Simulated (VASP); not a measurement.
# Cs (Fd-3m) in VASP: further runs

Runs on Cs. Level: BLYP. Tasks: single point.

Everything below comes from runs of VASP 6.6.1. Logs are shortened: lines on timing, memory, paths and dates and some standing lists are left out, and cuts for length are marked.

## 1. The cell of the first run

It takes space group Fd-3m (No. 227, cubic). The conventional cell has a = 12.232 Å, b = 12.232 Å, c = 12.232 Å, α = 90.00°, β = 90.00°, γ = 90.00°.

## 2. Single point, BLYP (volume scaled by 1.04)

Contents of INCAR:

```
PREC = Accurate ; ENCUT = 520
EDIFF = 1E-7 ; ISMEAR = -1
SIGMA = 0.1 ; LREAL = False
LASPH = True ; NELM = 60
ALGO = Normal ; ISIF = 2
LWAVE = False ; LCHARG = False
GGA = B5 ; ALDAX = 1.0
AGGAX = 1.0 ; AGGAC = 1.0
ALDAC = 0.0 ; NBANDS = 16
```

Contents of KPOINTS:

```
Automatic mesh
0
Gamma
  5 5 5
```

Contents of POSCAR:

```
Cs
1.0
    0.0000000000      6.1161708964      6.1161708964
    6.1161708964      0.0000000000      6.1161708964
    6.1161708964      6.1161708964      0.0000000000
Cs
2
Direct
    0.1250000000      0.1250000000      0.1250000000
    0.8750000000      0.8750000000      0.8750000000
```

Potentials or basis: VASP PAW PBE potentials, release 64 (Cs_sv).

Started as:

```console
> cat potpaw_PBE.64/Cs_sv/POTCAR > POTCAR
> mpirun -np 1 vasp_std > vasp.out
```

OUTCAR:

```text
PREC = Accurate
   ENCUT = 520
   EDIFF = 1E-7
   ISMEAR = -1
   LREAL = False
   LASPH = True
   NELM = 60
   ISIF = 2
   GGA = B5

 ion  position               nearest neighbor table
   1  0.125  0.125  0.125-
   2  0.875  0.875  0.875-

  LATTYP: Found a face centered cubic cell.
 ALAT       =    12.2323417928

  Lattice vectors:

 A1 = (   0.0000000000,   6.1161708964,   6.1161708964)
 A2 = (   6.1161708964,   0.0000000000,   6.1161708964)
 A3 = (   6.1161708964,   6.1161708964,   0.0000000000)

Analysis of symmetry for initial positions (statically):
=====================================================================
 Subroutine PRICEL returns:
 Original cell was already a primitive cell.

 Routine SETGRP: Setting up the symmetry group for a
 face centered cubic supercell.

 Subroutine GETGRP returns: Found 48 space group operations
 (whereof 12 operations were pure point group operations)
 out of a pool of 48 trial point group operations.

The static configuration has the point symmetry D_3d.
 The point group associated with its full space group is O_h .

Analysis of symmetry for dynamics (positions and initial velocities):
=====================================================================
 Subroutine PRICEL returns:
 Original cell was already a primitive cell.

 Routine SETGRP: Setting up the symmetry group for a
 face centered cubic supercell.

 Subroutine GETGRP returns: Found 48 space group operations
 (whereof 12 operations were pure point group operations)
 out of a pool of 48 trial point group operations.

The dynamic configuration has the point symmetry D_3d.
 The point group associated with its full space group is O_h .

 Subroutine INISYM returns: Found 48 space group operations
 (whereof 12 operations are pure point group operations),
 and found     1 'primitive' translations

----------------------------------------------------------------------------------------

                                     Primitive cell

  volume of cell :     457.5819

  direct lattice vectors                    reciprocal lattice vectors
     0.000000000  6.116170896  6.116170896    -0.081750495  0.081750495  0.081750495
     6.116170896  0.000000000  6.116170896     0.081750495 -0.081750495  0.081750495
     6.116170896  6.116170896  0.000000000     0.081750495  0.081750495 -0.081750495

  length of vectors
     8.649571831  8.649571831  8.649571831     0.141596011  0.141596011  0.141596011

  position of ions in fractional coordinates (direct lattice)
     0.125000000  0.125000000  0.125000000
     0.875000000  0.875000000  0.875000000

  ion indices of the primitive-cell ions
   primitive index   ion index
                 1           1
                 2           2

----------------------------------------------------------------------------------------

 KPOINTS: Automatic mesh

Automatic generation of k-mesh.
 Grid dimensions read from file:
 generate k-points for:    5    5    5

 Generating k-lattice:

  Cartesian coordinates                     Fractional coordinates (reciprocal lattice)
    -0.016350099  0.016350099  0.016350099     0.200000000  0.000000000  0.000000000
     0.016350099 -0.016350099  0.016350099     0.000000000  0.200000000  0.000000000
     0.016350099  0.016350099 -0.016350099     0.000000000  0.000000000  0.200000000

  Length of vectors
     0.028319202  0.028319202  0.028319202

  Shift w.r.t. Gamma in fractional coordinates (k-lattice)
     0.000000000  0.000000000  0.000000000

 Subroutine IBZKPT returns following result:
 ===========================================

 Found     10 irreducible k-points:

 Following reciprocal coordinates:
            Coordinates               Weight
  0.000000  0.000000  0.000000      1.000000
  0.200000  0.000000  0.000000      8.000000
  0.400000  0.000000  0.000000      8.000000
  0.200000  0.200000  0.000000      6.000000
  0.400000  0.200000  0.000000     24.000000
 -0.400000  0.200000  0.000000     24.000000
 -0.200000  0.200000  0.000000     12.000000
  0.400000  0.400000  0.000000      6.000000
 -0.400000  0.400000  0.000000     12.000000
 -0.400000  0.400000  0.200000     24.000000
   k-points           NKPTS =     10   k-points in BZ     NKDIM =     10   number of bands    NBANDS=     16
   number of dos      NEDOS =    301   number of ions     NIONS =      2
   total plane-waves  NPLWV = 262144
   dimension x,y,z NGX =    64 NGY =   64 NGZ =   64
   dimension x,y,z NGXF=   128 NGYF=  128 NGZF=  128
   ions per type =               2
   NGX,Y,Z   is equivalent  to a cutoff of  12.30, 12.30, 12.30 a.u.
   NGXF,Y,Z  is equivalent  to a cutoff of  24.60, 24.60, 24.60 a.u.
 SYSTEM =  unknown system
   PREC   = accura    normal or accurate (medium, high low for compatibility)
   ISTART =      0    job   : 0-new  1-cont  2-samecut
   ICHARG =      2    charge: 1-file 2-atom 10-const
   ISPIN  =      1    spin polarized calculation?
   LNONCOLLINEAR =      F non collinear calculations
   LSORBIT =      F    spin-orbit coupling
   LASPH  =      T    aspherical Exc in radial PAW
   ENCUT  =  520.0 eV  38.22 Ry    6.18 a.u.  16.08 16.08 16.08*2*pi/ulx,y,z
   NELM   =     60;   NELMIN=  2; NELMDL= -5     # of ELM steps
   EDIFF  = 0.1E-06   stopping-criterion for ELM
   LREAL  =      F    real-space projection
   EDIFFG = 0.1E-05   stopping-criterion for IOM
   NSW    =      0    number of steps for IOM
   IBRION =     -1    ionic relax: 0-MD 1-quasi-New 2-CG
   NFREE  =      0    steps in history (QN), initial steepest desc. (CG)
   ISIF   =      2    stress and relaxation
   ISYM   =      2    0-nonsym 1-usesym 2-fastsym
   POTIM  = 0.5000    time-step for ionic-motion
   TEBEG  =    0.0;   TEEND  =   0.0 temperature during run
   PSTRESS=    0.0 pullay stress
   NELECT =      18.0000    total number of electrons
   NUPDOWN=      -1.0000    fix difference up-down
   EMIN   =  10.00;   EMAX   =-10.00  energy-range for DOS
   EFERMI =   0.00;   METHOD = LEGACY
   ISMEAR =    -1;   SIGMA  =   0.10  broadening in eV -4-tet -1-fermi 0-gaus
   EFERMI_NEDOS =   21; number of points for ismear=-14 and -15
   IALGO  =     38    algorithm
   IMIX   =      4    mixing-type and parameters
     AMIX     =   0.40;   BMIX     =  1.00
     AMIX_MAG =   1.60;   BMIX_MAG =  1.00
  volume/ion in A,a.u.               =     228.79      1543.96
  Fermi-wavevector in a.u.,A,eV,Ry     =   0.556770  1.052143  4.217713  0.309993
  Thomas-Fermi vector in A             =   1.591080
   LORBIT       =      0    0 simple, 1 ext, 2 COOP (PROOUT), +10 PAW based schemes
   GGA     = B5    functional components
   LHFCALC =     F    Hartree Fock is set to
   AEXX    =    0.0000 exact exchange contribution
   IVDW    =     0    specifies the selected vdW correction
   LEPSILON=     F    determine dielectric tensor
   LRPA    =     F    only Hartree local field effects (RPA)
 non-spin polarized calculation
  energy-cutoff  :      520.00
  volume of cell :      457.58
 maximum number of plane-waves:     12344
   NGX = 33   NGY = 33   NGZ = 33

 number of electron      18.0000001 magnetization

 Free energy of the ion-electron system (eV)
  ---------------------------------------------------
  ext. energy  EPLUGINS =         0.00000000
  ---------------------------------------------------
  free energy    TOTEN  =        -0.87350688 eV

  energy without entropy =       -0.81535922  energy(sigma->0) =       -0.84443305

 E-fermi :  -0.4184     XC(G=0):  -3.2680

 val. band max:       -0.4982756828   @ k =  -0.4000   0.4000   0.0000
 cond. band min:      -0.3296364321   @ k =  -0.4000   0.4000   0.0000
 fundamental gap:      0.1686392507
 Fermi energy:        -0.4183783795

 k-point     1 :       0.0000    0.0000    0.0000
  band No.  band energies     occupation
      1     -24.6324      2.00000
      2     -24.6262      2.00000
      3     -11.4925      2.00000
      4     -11.4925      2.00000
      5     -11.4925      2.00000
      6     -11.4414      2.00000
      7     -11.4414      2.00000
      8     -11.4414      2.00000
      9      -1.4349      1.99992
     10       0.9273      0.00000
     11       0.9273      0.00000
     12       0.9273      0.00000
     13       0.9855      0.00000
     14       0.9855      0.00000
     15       1.2608      0.00000
     16       1.2608      0.00000

 k-point     2 :       0.2000    0.0000    0.0000
  band No.  band energies     occupation
      1     -24.6320      2.00000
      2     -24.6266      2.00000
      3     -11.4943      2.00000
      4     -11.4943      2.00000
      5     -11.4916      2.00000
      6     -11.4427      2.00000
      7     -11.4397      2.00000
      8     -11.4397      2.00000
      9      -1.3071      1.99972
     10       0.5970      0.00008
     11       0.8865      0.00000
     12       0.8865      0.00000
     13       1.0406      0.00000
     14       1.0459      0.00000
     15       1.0459      0.00000
     16       1.2993      0.00000

 k-point     3 :       0.4000    0.0000    0.0000
  band No.  band energies     occupation
      1     -24.6311      2.00000
      2     -24.6275      2.00000
      3     -11.4969      2.00000
      4     -11.4969      2.00000
      5     -11.4900      2.00000
      6     -11.4447      2.00000
      7     -11.4371      2.00000
      8     -11.4371      2.00000
      9      -0.9936      1.99367
     10       0.0112      0.02690
     11       0.8373      0.00001
     12       0.8657      0.00001
     13       0.8657      0.00001
     14       1.0628      0.00000
     15       1.0628      0.00000
     16       1.4480      0.00000

 k-point     4 :       0.2000    0.2000    0.0000
  band No.  band energies     occupation
      1     -24.6318      2.00000
      2     -24.6268      2.00000
      3     -11.4962      2.00000
      4     -11.4962      2.00000
      5     -11.4878      2.00000
      6     -11.4465      2.00000
      7     -11.4378      2.00000
      8     -11.4378      2.00000
      9      -1.2614      1.99956
     10       0.5928      0.00008
     11       0.8418      0.00001
     12       0.9318      0.00000
     13       0.9318      0.00000
     14       0.9431      0.00000
     15       1.1077      0.00000
     16       1.2933      0.00000

 k-point     5 :       0.4000    0.2000    0.0000
  band No.  band energies     occupation
      1     -24.6310      2.00000
      2     -24.6276      2.00000
      3     -11.4995      2.00000
      4     -11.4987      2.00000
      5     -11.4833      2.00000
      6     -11.4513      2.00000
      7     -11.4353      2.00000
      8     -11.4346      2.00000
      9      -0.9876      1.99328
     10       0.1594      0.00617
     11       0.6420      0.00005
     12       0.7137      0.00002
     13       0.9279      0.00000
     14       1.0533      0.00000
     15       1.1311      0.00000
     16       1.4049      0.00000

 k-point     6 :      -0.4000    0.2000    0.0000
  band No.  band energies     occupation
      1     -24.6305      2.00000
      2     -24.6281      2.00000
      3     -11.5014      2.00000
      4     -11.4985      2.00000
      5     -11.4821      2.00000
      6     -11.4525      2.00000
      7     -11.4355      2.00000
      8     -11.4328      2.00000
      9      -0.7986      1.95633
     10      -0.1080      0.08590
     11       0.5117      0.00018
     12       0.7580      0.00002
     13       0.9102      0.00000
     14       1.0707      0.00000
     15       1.1022      0.00000
     16       1.4798      0.00000

 k-point     7 :      -0.2000    0.2000    0.0000
  band No.  band energies     occupation
      1     -24.6314      2.00000
      2     -24.6273      2.00000
      3     -11.4990      2.00000
      4     -11.4958      2.00000
      5     -11.4870      2.00000
      6     -11.4474      2.00000
      7     -11.4382      2.00000
      8     -11.4351      2.00000
      9      -1.1057      1.99793
     10       0.3157      0.00130
     11       0.6293      0.00006
     12       0.8677      0.00001
     13       0.9216      0.00000
     14       1.0620      0.00000
     15       1.0800      0.00000
     16       1.3418      0.00000

 k-point     8 :       0.4000    0.4000    0.0000
  band No.  band energies     occupation
      1     -24.6303      2.00000
      2     -24.6283      2.00000
      3     -11.5013      2.00000
      4     -11.5013      2.00000
      5     -11.4753      2.00000
      6     -11.4595      2.00000
      7     -11.4327      2.00000
      8     -11.4327      2.00000
      9      -0.7655      1.93970
     10      -0.0476      0.04789
     11       0.5461      0.00013
     12       0.5922      0.00008
     13       0.9606      0.00000
     14       0.9606      0.00000
     15       1.3307      0.00000
     16       1.3307      0.00000

 k-point     9 :      -0.4000    0.4000    0.0000
  band No.  band energies     occupation
      1     -24.6296      2.00000
      2     -24.6290      2.00000
      3     -11.5028      2.00000
      4     -11.5012      2.00000
      5     -11.4713      2.00000
      6     -11.4634      2.00000
      7     -11.4328      2.00000
      8     -11.4314      2.00000
      9      -0.4983      1.37951
     10      -0.3296      0.58329
     11       0.3831      0.00066
     12       0.5822      0.00009
     13       0.9691      0.00000
     14       1.0726      0.00000
     15       1.1823      0.00000
     16       1.4741      0.00000

 k-point    10 :      -0.4000    0.4000    0.2000
  band No.  band energies     occupation
      1     -24.6301      2.00000
      2     -24.6285      2.00000
      3     -11.5023      2.00000
      4     -11.5006      2.00000
      5     -11.4753      2.00000
      6     -11.4593      2.00000
      7     -11.4335      2.00000
      8     -11.4319      2.00000
      9      -0.6772      1.86025
     10      -0.1360      0.11208
     11       0.4172      0.00047
     12       0.5347      0.00015
     13       1.0459      0.00000
     14       1.0965      0.00000
     15       1.1428      0.00000
     16       1.3533      0.00000

------------------------ aborting loop because EDIFF is reached ----------------------------------------

  FORCE on cell =-STRESS in cart. coord.  units (eV):
  Direction    XX          YY          ZZ          XY          YZ          ZX
  --------------------------------------------------------------------------------------
  -------------------------------------------------------------------------------------
  Total       -0.0092193     -0.0092193     -0.0092193      0.0000000     -0.0000000      0.0000000
  in kB       -0.0322806     -0.0322806     -0.0322806      0.0000000     -0.0000000      0.0000000
  external PRESSURE =      -0.0322806 kB  Pullay stress =       0.0000000 kB

 VOLUME and BASIS-vectors are now :
 -----------------------------------------------------------------------------
  energy-cutoff  :      520.00
  volume of cell :      457.58
      direct lattice vectors                 reciprocal lattice vectors
     0.000000000  6.116170896  6.116170896    -0.081750495  0.081750495  0.081750495
     6.116170896  0.000000000  6.116170896     0.081750495 -0.081750495  0.081750495
     6.116170896  6.116170896  0.000000000     0.081750495  0.081750495 -0.081750495

 POSITION                                       TOTAL-FORCE (eV/Angst)
 -----------------------------------------------------------------------------------
      1.52904      1.52904      1.52904         0.000000      0.000000     -0.000000
     10.70330     10.70330     10.70330        -0.000000     -0.000000      0.000000
 -----------------------------------------------------------------------------------
    total drift:                                0.000000      0.000000      0.000000

  FREE ENERGIE OF THE ION-ELECTRON SYSTEM (eV)
  ---------------------------------------------------
  free  energy   TOTEN  =        -0.8735068828 eV

  energy  without entropy=       -0.8153592249  energy(sigma->0) =       -0.84443305
```

It took 4.1 min on 1 thread of Intel Xeon Platinum 8488C (Sapphire Rapids), shared host; peak memory 0.56 GiB.

Results:

```
Free energy            : -0.8735 eV
Pressure               : 0.0 GPa
Band gap on the k mesh : 0.17 eV, direct
```

Levels at points of the mesh, in eV from the valence-band top:
| k point | band 7 | band 8 | band 9 | band 10 | band 11 | band 12 |
| --- | --- | --- | --- | --- | --- | --- |
| (0.00, 0.00, 0.00) | -10.94 | -10.94 | -0.94 | 1.43 | 1.43 | 1.43 |

Caveat: the PAW data sets were made with another functional, which shifts forces and pressure a little; spin-orbit coupling is left out, which moves the levels of the heavy elements.

## 3. Single point, BLYP (volume scaled by 1.08)

Contents of INCAR:

```
PREC = Accurate
ENCUT = 520
EDIFF = 1E-7
ISMEAR = -1
SIGMA = 0.1
LREAL = False
LASPH = True
NELM = 100
ALGO = Normal
ISIF = 2
LWAVE = False
LCHARG = False
GGA = B5
ALDAX = 1.0
AGGAX = 1.0
AGGAC = 1.0
ALDAC = 0.0
NBANDS = 16
```

KPOINTS is that of step 2.

Contents of POSCAR:

```
Cs
1.0
    0.0000000000      6.1935990008      6.1935990008
    6.1935990008      0.0000000000      6.1935990008
    6.1935990008      6.1935990008      0.0000000000
Cs
2
Direct
    0.1250000000      0.1250000000      0.1250000000
    0.8750000000      0.8750000000      0.8750000000
```

Potentials or basis: VASP PAW PBE potentials, release 64 (Cs_sv).

Started as:

```console
> cat potpaw_PBE.64/Cs_sv/POTCAR > POTCAR
> mpirun -np 1 vasp_std > vasp.out
```

Run time: 5.7 min. Hardware: 1 thread of Intel Xeon Platinum 8488C (Sapphire Rapids), shared host; peak memory 0.67 GiB.

Results (log left out):

| Property | Result |
| --- | --- |
| Free energy | -0.8727 eV |
| Pressure | 0.0 GPa |
| Band gap on the k mesh | 0.17 eV, direct |

Levels at points of the mesh, in eV from the valence-band top:
```
           k point  band 7  band 8  band 9  band 10  band 11  band 12
(0.00, 0.00, 0.00)  -10.95  -10.95   -0.90     1.42     1.42     1.42
```

Caveat: the PAW data sets were made with another functional, which shifts forces and pressure a little; spin-orbit coupling is left out, which moves the levels of the heavy elements. A k mesh can miss the band edges.
